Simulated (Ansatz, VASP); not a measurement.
## WS2 in VASP and in Ansatz

INCAR

```
SYSTEM = WS2
PREC = Accurate
ENCUT = 520
EDIFF = 1E-6
ISMEAR = 0
SIGMA = 0.05
LREAL = .False.
LASPH = .True.
NELM = 60
ALGO = Normal
ISIF = 2
LWAVE = .False.
LCHARG = .False.
GGA = PE
IVDW = 12
NBANDS = 35
```

File KPOINTS:

```
Automatic mesh
0
Gamma
  12 12 4
  0 0 0
```

File POSCAR:

```
WS2
1.0
    3.1540686901      0.0000000000      0.0000000000
   -1.5770343451      2.7315036109      0.0000000000
    0.0000000000      0.0000000000     12.1427509846
W S
2 4
Direct
    0.3333333333      0.6666666667      0.7499331087
    0.6666666667      0.3333333333      0.2500668913
    0.3333333333      0.6666666667      0.1203774713
    0.6666666667      0.3333333333      0.6202447091
    0.3333333333      0.6666666667      0.3797552909
    0.6666666667      0.3333333333      0.8796225287
```

Input for Ansatz:

```yaml
crystal:
  lattice:
    - [3.1540686901, 0.0, 0.0]
    - [-1.5770343451, 2.7315036109, 0.0]
    - [0.0, 0.0, 12.1427509846]
  atoms:
    - { symbol: W, position: [0.3333333333, 0.6666666667, 0.7499331087] }
    - { symbol: W, position: [0.6666666667, 0.3333333333, 0.2500668913] }
    - { symbol: S, position: [0.3333333333, 0.6666666667, 0.1203774713] }
    - { symbol: S, position: [0.6666666667, 0.3333333333, 0.6202447091] }
    - { symbol: S, position: [0.3333333333, 0.6666666667, 0.3797552909] }
    - { symbol: S, position: [0.6666666667, 0.3333333333, 0.8796225287] }
basis:
  ecutwfc: 420
kpoints:
  mp_grid: { grid: [12, 12, 4] }
hamiltonian:
  xc: pbe
  dispersion: d3bj
scf:
  occupations: { method: gaussian, width: 0.05 }
output:
  forces: true
  stress: true
  eigenvalues: true
  write_density: true
  write_potential: true
  elf: true
  volumetric_format: npy
```

Alike in both runs: task single point; functional PBE; dispersion D3(BJ); k mesh 12 × 12 × 4; occupations gaussian, width 0.05 eV; no spin polarisation.

|  | VASP | Ansatz |
| --- | --- | --- |
| version | VASP 6.6.1 | Ansatz 0.2.0 |
| potentials or method | VASP PAW PBE potentials, release 64 (W_sv, S), cutoff 520 eV | scalar-relativistic, plane waves, PAW |
| valence electrons in the cell | 52 | 52 |

VASP gave:

| Quantity | Value |
| --- | --- |
| gap on the k mesh at the Fermi level (eV) | 0.91 |
| least direct gap on the mesh (eV) | 1.83 |
| pressure (GPa) | 0.0 |

Question: Which values does Ansatz return?

Answer: gap on the k mesh at the Fermi level (eV): 0.89; least direct gap on the mesh (eV): 1.83; pressure (GPa): 0.0.

Spin-orbit coupling is off throughout.
